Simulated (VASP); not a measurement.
# GaN (F-43m) in VASP: notebook, part 2 of 2

VASP 6.6.1.

## 3. Single point, PBE

Contents of INCAR:

```
PREC     = Accurate       # precision mode
ENCUT    = 520            # plane-wave cutoff, eV
EDIFF    = 1E-6           # SCF threshold, eV
ISMEAR   = 0              # smearing method
SIGMA    = 0.014          # smearing width, eV
LREAL    = F              # projectors in reciprocal space
LASPH    = T              # aspherical terms in the spheres
NELM     = 100            # most SCF steps
ALGO     = Normal         # electronic algorithm
ISIF     = 2              # what is computed and relaxed
LWAVE    = F              # write WAVECAR
LCHARG   = F              # write CHGCAR
GGA      = PE             # functional
NBANDS   = 16             # bands
```

Contents of KPOINTS:

```
Automatic mesh
0
Gamma
  10 10 10
```

Contents of POSCAR:

```
GaN
1.0
    0.0000000000      2.2535006075      2.2535006075
    2.2535006075      0.0000000000      2.2535006075
    2.2535006075      2.2535006075      0.0000000000
Ga N
1 1
Direct
    0.0000000000      0.0000000000      0.0000000000
    0.2500000000      0.2500000000      0.2500000000
```

Potentials or basis: VASP PAW PBE potentials, release 64 (Ga_d, N).

Started as:

```
$ cat potpaw_PBE.64/Ga_d/POTCAR potpaw_PBE.64/N/POTCAR > POTCAR
$ mpirun -np 1 vasp_std > vasp.out
```

OUTCAR:

```text
PREC = Accurate
   ENCUT = 520
   EDIFF = 1E-6
   ISMEAR = 0
   LREAL = F
   LASPH = T
   NELM = 100
   ISIF = 2
   GGA = PE

 ion  position               nearest neighbor table
   1  0.000  0.000  0.000-   2 1.95   2 1.95   2 1.95   2 1.95
   2  0.250  0.250  0.250-   1 1.95   1 1.95   1 1.95   1 1.95

  LATTYP: Found a face centered cubic cell.
 ALAT       =     4.5070012150

  Lattice vectors:

 A1 = (   0.0000000000,   2.2535006075,   2.2535006075)
 A2 = (   2.2535006075,   0.0000000000,   2.2535006075)
 A3 = (   2.2535006075,   2.2535006075,   0.0000000000)

Analysis of symmetry for initial positions (statically):
=====================================================================
 Subroutine PRICEL returns:
 Original cell was already a primitive cell.

 Routine SETGRP: Setting up the symmetry group for a
 face centered cubic supercell.

 Subroutine GETGRP returns: Found 24 space group operations
 (whereof 24 operations were pure point group operations)
 out of a pool of 48 trial point group operations.

The static configuration has the point symmetry T_d .

Analysis of symmetry for dynamics (positions and initial velocities):
=====================================================================
 Subroutine PRICEL returns:
 Original cell was already a primitive cell.

 Routine SETGRP: Setting up the symmetry group for a
 face centered cubic supercell.

 Subroutine GETGRP returns: Found 24 space group operations
 (whereof 24 operations were pure point group operations)
 out of a pool of 48 trial point group operations.

The dynamic configuration has the point symmetry T_d .

 Subroutine INISYM returns: Found 24 space group operations
 (whereof 24 operations are pure point group operations),
 and found     1 'primitive' translations

[... 104 lines left out ...]
   PSTRESS=    0.0 pullay stress
   NELECT =      18.0000    total number of electrons
   NUPDOWN=      -1.0000    fix difference up-down
   EMIN   =  10.00;   EMAX   =-10.00  energy-range for DOS
   EFERMI =   0.00;   METHOD = LEGACY
   ISMEAR =     0;   SIGMA  =   0.01  broadening in eV -4-tet -1-fermi 0-gaus
   EFERMI_NEDOS =   21; number of points for ismear=-14 and -15
   IALGO  =     38    algorithm
   IMIX   =      4    mixing-type and parameters
     AMIX     =   0.40;   BMIX     =  1.00
     AMIX_MAG =   1.60;   BMIX_MAG =  1.00
  volume/ion in A,a.u.               =      11.44        77.23
  Fermi-wavevector in a.u.,A,eV,Ry     =   1.511117  2.855596 31.068543  2.283473
  Thomas-Fermi vector in A             =   2.621216
   LORBIT       =      0    0 simple, 1 ext, 2 COOP (PROOUT), +10 PAW based schemes
   GGA     = PE    functional components
   LHFCALC =     F    Hartree Fock is set to
   AEXX    =    0.0000 exact exchange contribution
   IVDW    =     0    specifies the selected vdW correction
   LEPSILON=     F    determine dielectric tensor
   LRPA    =     F    only Hartree local field effects (RPA)
 non-spin polarized calculation
 Gauss-broadening in eV      SIGMA  =   0.01
  energy-cutoff  :      520.00
  volume of cell :       22.89
 maximum number of plane-waves:       636
   NGX = 11   NGY = 11   NGZ = 11

 number of electron      18.0000004 magnetization

 Free energy of the ion-electron system (eV)
  ---------------------------------------------------
  ext. energy  EPLUGINS =         0.00000000
  ---------------------------------------------------
  free energy    TOTEN  =       -12.14320721 eV

  energy without entropy =      -12.14320721  energy(sigma->0) =      -12.14320721

 E-fermi :   5.3479     XC(G=0): -11.6669

 val. band max:        5.2811952845   @ k =   0.0000   0.0000   0.0000
 cond. band min:       7.0056103275   @ k =   0.0000   0.0000   0.0000
 fundamental gap:      1.7244150430
 Fermi energy:         5.3479208276

 k-point     1 :       0.0000    0.0000    0.0000
  band No.  band energies     occupation
      1     -10.6523      2.00000
      2      -8.1604      2.00000
      3      -8.1604      2.00000
      4      -8.1604      2.00000
      5      -7.8407      2.00000
      6      -7.8407      2.00000
[... 433 lines left out ...]
      3      -7.9364      2.00000
      4      -7.9359      2.00000
      5      -7.7803      2.00000
      6      -6.9184      2.00000
[... 8 lines left out ...]
     15      27.5927      0.00000
     16      27.7094      0.00000

 [... further k-points ...]
[... 5 lines left out ...]
  --------------------------------------------------------------------------------------
  -------------------------------------------------------------------------------------
  Total        0.7277652      0.7277652      0.7277652     -0.0000000      0.0000000     -0.0000000
  in kB       50.9446785     50.9446785     50.9446785     -0.0000000      0.0000000     -0.0000000
  external PRESSURE =      50.9446785 kB  Pullay stress =       0.0000000 kB

 VOLUME and BASIS-vectors are now :
 -----------------------------------------------------------------------------
  energy-cutoff  :      520.00
  volume of cell :       22.89
      direct lattice vectors                 reciprocal lattice vectors
     0.000000000  2.253500607  2.253500607    -0.221877020  0.221877020  0.221877020
     2.253500607  0.000000000  2.253500607     0.221877020 -0.221877020  0.221877020
     2.253500607  2.253500607  0.000000000     0.221877020  0.221877020 -0.221877020

 POSITION                                       TOTAL-FORCE (eV/Angst)
 -----------------------------------------------------------------------------------
      0.00000      0.00000      0.00000         0.000000      0.000000      0.000000
      1.12675      1.12675      1.12675        -0.000000     -0.000000     -0.000000
 -----------------------------------------------------------------------------------
    total drift:                                0.000002      0.000002      0.000002

  FREE ENERGIE OF THE ION-ELECTRON SYSTEM (eV)
  ---------------------------------------------------
  free  energy   TOTEN  =       -12.1432072070 eV

  energy  without entropy=      -12.1432072070  energy(sigma->0) =      -12.14320721
```

Wall time 10 s (1 thread of Intel Xeon Platinum 8488C (Sapphire Rapids), shared host); peak memory 0.14 GiB.

Results:

```yaml
Free_energy: -12.1432 eV
Pressure: 5.1 GPa
Band_gap_on_the_k_mesh: 1.72 eV, direct
```

## 4. Single point, PBE

Contents of INCAR:

```
ALGO = Normal
EDIFF = 1E-6
ENCUT = 520
GGA = PE
ISIF = 2
ISMEAR = 0
LASPH = T
LCHARG = F
LREAL = F
LWAVE = F
NBANDS = 16
NELM = 80
PREC = Accurate
SIGMA = 0.025
```

Contents of KPOINTS:

```
k-points
0
Gamma
  10 10 10
```

POSCAR is that of step 3.

Started as:

```
$ cat potpaw_PBE.64/Ga_d/POTCAR potpaw_PBE.64/N/POTCAR > POTCAR
$ mpirun -np 1 vasp_std > vasp.out
```

Run time: 8.9 s. Hardware: 1 thread of Intel Xeon Platinum 8488C (Sapphire Rapids), shared host; peak memory 0.15 GiB.

It converged, with:

| Property | Result |
| --- | --- |
| Free energy | -12.1432 eV |
| Pressure | 5.1 GPa |
| Band gap on the k mesh | 1.72 eV, direct |

Levels at points of the mesh, in eV from the valence-band top:
| k point | band 7 | band 8 | band 9 | band 10 | band 11 | band 12 |
| --- | --- | --- | --- | --- | --- | --- |
| (0.00, 0.00, 0.00) | 0.00 | 0.00 | 0.00 | 1.72 | 10.30 | 10.30 |
| (0.50, 0.00, 0.00) | -7.04 | -0.97 | -0.97 | 4.64 | 8.73 | 10.37 |
| (0.50, 0.50, 0.00) | -6.12 | -2.70 | -2.70 | 3.35 | 6.66 | 11.71 |

## 5. Single point, revPBE

Contents of INCAR:

```
SYSTEM = GaN
PREC = Accurate
ENCUT = 520
EDIFF = 1E-7
ISMEAR = -1
SIGMA = 0.05
LREAL = .FALSE.
LASPH = .TRUE.
NELM = 80
ALGO = Normal
ISIF = 2
LWAVE = .FALSE.
LCHARG = .TRUE.
GGA = RE
LELF = .TRUE.
LVHAR = .TRUE.
NBANDS = 16
```

Contents of KPOINTS:

```
regular mesh
0
G
  10 10 10
  0 0 0
```

POSCAR is that of step 4.

Potentials or basis: VASP PAW PBE potentials, release 64 (Ga_d, N).

Started as:

```
$ cat potpaw_PBE.64/Ga_d/POTCAR potpaw_PBE.64/N/POTCAR > POTCAR
$ mpirun -np 1 vasp_std > vasp.out
```

OUTCAR:

```text
SYSTEM = GaN
   PREC = Accurate
   ENCUT = 520
   EDIFF = 1E-7
   ISMEAR = -1
   LREAL = .FALSE.
   LASPH = .TRUE.
   NELM = 80
   ISIF = 2
   GGA = RE

 ion  position               nearest neighbor table
   1  0.000  0.000  0.000-   2 1.95   2 1.95   2 1.95   2 1.95
   2  0.250  0.250  0.250-   1 1.95   1 1.95   1 1.95   1 1.95

  LATTYP: Found a face centered cubic cell.
 ALAT       =     4.5070012150

  Lattice vectors:

 A1 = (   0.0000000000,   2.2535006075,   2.2535006075)
 A2 = (   2.2535006075,   0.0000000000,   2.2535006075)
 A3 = (   2.2535006075,   2.2535006075,   0.0000000000)

Analysis of symmetry for initial positions (statically):
=====================================================================
 Subroutine PRICEL returns:
 Original cell was already a primitive cell.

 Routine SETGRP: Setting up the symmetry group for a
 face centered cubic supercell.

 Subroutine GETGRP returns: Found 24 space group operations
 (whereof 24 operations were pure point group operations)
 out of a pool of 48 trial point group operations.

The static configuration has the point symmetry T_d .

Analysis of symmetry for dynamics (positions and initial velocities):
=====================================================================
 Subroutine PRICEL returns:
 Original cell was already a primitive cell.

 Routine SETGRP: Setting up the symmetry group for a
 face centered cubic supercell.

 Subroutine GETGRP returns: Found 24 space group operations
 (whereof 24 operations were pure point group operations)
 out of a pool of 48 trial point group operations.

The dynamic configuration has the point symmetry T_d .

 Subroutine INISYM returns: Found 24 space group operations
 (whereof 24 operations are pure point group operations),
 and found     1 'primitive' translations

[... 105 lines left out ...]
   NELECT =      18.0000    total number of electrons
   NUPDOWN=      -1.0000    fix difference up-down
   EMIN   =  10.00;   EMAX   =-10.00  energy-range for DOS
   EFERMI =   0.00;   METHOD = LEGACY
   ISMEAR =    -1;   SIGMA  =   0.05  broadening in eV -4-tet -1-fermi 0-gaus
   EFERMI_NEDOS =   21; number of points for ismear=-14 and -15
   IALGO  =     38    algorithm
   IMIX   =      4    mixing-type and parameters
     AMIX     =   0.40;   BMIX     =  1.00
     AMIX_MAG =   1.60;   BMIX_MAG =  1.00
  volume/ion in A,a.u.               =      11.44        77.23
  Fermi-wavevector in a.u.,A,eV,Ry     =   1.511117  2.855596 31.068543  2.283473
  Thomas-Fermi vector in A             =   2.621216
   LORBIT       =      0    0 simple, 1 ext, 2 COOP (PROOUT), +10 PAW based schemes
   GGA     = RE    functional components
   LHFCALC =     F    Hartree Fock is set to
   AEXX    =    0.0000 exact exchange contribution
   IVDW    =     0    specifies the selected vdW correction
   LEPSILON=     F    determine dielectric tensor
   LRPA    =     F    only Hartree local field effects (RPA)
 non-spin polarized calculation
  energy-cutoff  :      520.00
  volume of cell :       22.89
 maximum number of plane-waves:       636
   NGX = 11   NGY = 11   NGZ = 11

 number of electron      18.0000004 magnetization

 Free energy of the ion-electron system (eV)
  ---------------------------------------------------
  ext. energy  EPLUGINS =         0.00000000
  ---------------------------------------------------
  free energy    TOTEN  =       -11.43713366 eV

  energy without entropy =      -11.43713366  energy(sigma->0) =      -11.43713366

 E-fermi :   6.2846     XC(G=0): -11.5240

 val. band max:        5.3806193714   @ k =   0.0000   0.0000   0.0000
 cond. band min:       7.1436183117   @ k =   0.0000   0.0000   0.0000
 fundamental gap:      1.7629989403
 Fermi energy:         6.2846233511

 k-point     1 :       0.0000    0.0000    0.0000
  band No.  band energies     occupation
      1     -10.5826      2.00000
      2      -8.0643      2.00000
      3      -8.0643      2.00000
      4      -8.0643      2.00000
      5      -7.7449      2.00000
      6      -7.7449      2.00000
[... 433 lines left out ...]
      3      -7.8404      2.00000
      4      -7.8403      2.00000
      5      -7.6847      2.00000
      6      -6.8343      2.00000
[... 8 lines left out ...]
     15      27.7488      0.00000
     16      27.8304      0.00000

 [... further k-points ...]
[... 5 lines left out ...]
  --------------------------------------------------------------------------------------
  -------------------------------------------------------------------------------------
  Total        1.1265320      1.1265320      1.1265320      0.0000000      0.0000000      0.0000000
  in kB       78.8589646     78.8589646     78.8589646      0.0000000      0.0000000      0.0000000
  external PRESSURE =      78.8589646 kB  Pullay stress =       0.0000000 kB

 VOLUME and BASIS-vectors are now :
 -----------------------------------------------------------------------------
  energy-cutoff  :      520.00
  volume of cell :       22.89
      direct lattice vectors                 reciprocal lattice vectors
     0.000000000  2.253500607  2.253500607    -0.221877020  0.221877020  0.221877020
     2.253500607  0.000000000  2.253500607     0.221877020 -0.221877020  0.221877020
     2.253500607  2.253500607  0.000000000     0.221877020  0.221877020 -0.221877020

 POSITION                                       TOTAL-FORCE (eV/Angst)
 -----------------------------------------------------------------------------------
      0.00000      0.00000      0.00000        -0.000000      0.000000      0.000000
      1.12675      1.12675      1.12675         0.000000     -0.000000     -0.000000
 -----------------------------------------------------------------------------------
    total drift:                                0.000001      0.000001      0.000001

  FREE ENERGIE OF THE ION-ELECTRON SYSTEM (eV)
  ---------------------------------------------------
  free  energy   TOTEN  =       -11.4371336619 eV

  energy  without entropy=      -11.4371336616  energy(sigma->0) =      -11.43713366
```

It took 12 s on 1 thread of Intel Xeon Platinum 8488C (Sapphire Rapids), shared host; peak memory 0.14 GiB.

Results:

| Item | Value |
| --- | --- |
| Free energy | -11.4371 eV |
| Pressure | 7.9 GPa |
| Band gap on the k mesh | 1.76 eV, direct |

Caveat: the PAW data sets were made with another functional, which shifts forces and pressure a little. revPBE gaps usually lie below the measured ones, often by a third to a half.

## 6. The runs side by side

```csv
level,smearing,gap on the mesh (eV),pressure (GPa)
BLYP,fermi-dirac 0.05 eV,1.81,12.0
PBE,gaussian 0.014 eV,1.72,5.1
PBE,gaussian 0.025 eV,1.72,5.1
revPBE,fermi-dirac 0.05 eV,1.76,7.9
```

Alike in all rows: task single point; potentials or basis VASP PAW PBE potentials, release 64 (Ga_d, N); no spin polarisation; cell as given; k mesh 10 × 10 × 10; cutoff (eV) 520.

On the cell as given the gap runs from 1.72 eV (PBE) to 1.81 eV (BLYP). The pressure there spans 5.1 GPa (PBE) to 12.0 GPa (BLYP); a positive pressure means that this level wants a larger cell, a negative one a smaller.

Caveats: the PAW data sets were made with another functional, which shifts forces and pressure a little (some runs).

Absolute energies hang on the potentials; compare differences alone.
